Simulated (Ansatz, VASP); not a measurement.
Two plane-wave programs on AlNi3

```
Ni Al
1.0
     3.47544    0.00000    0.00000
     0.00000    3.47544    0.00000
     0.00000    0.00000    3.47544
Ni Al
3 1
Direct
  0.50000 0.50000 0.00000
  0.50000 0.00000 0.50000
  0.00000 0.50000 0.50000
  0.00000 0.00000 0.00000
```

Alike in both runs: task single point; functional PBE; k mesh 8 × 8 × 8; occupations fermi-dirac, width 0.05 eV; collinear spin.

|  | VASP | Ansatz |
| --- | --- | --- |
| version | VASP 6.6.1 | Ansatz 0.2.0 |
| potentials or method | VASP PAW PBE potentials, release 64 (Ni, Al) | Ansatz PAW |
| plane-wave cutoff (eV) | 520 | 420 |
| valence electrons in the cell | 33 | 57 |

|  | VASP | Ansatz | Ansatz less VASP |
| --- | --- | --- | --- |
| gap on the k mesh at the Fermi level (eV) | none | none | - |
| pressure (GPa) | 16.8 | 16.9 | +0.11 |
| net moment per atom (μB) | 0.16 | 0.17 | +0.009 |
| size of the moment on the site where the two differ most (μB) | 0.22 | 0.24 | +0.024 |

Site moments also hang on the region over which each program counts them. A gap of «none» marks a metal or a gap that the smearing closes. The functional is the same, so the differences come from potentials, cutoffs and numerics. VASP's potentials hold 33 valence electrons a cell and Ansatz's 57, so a difference there can come from the potentials and not from the codes.
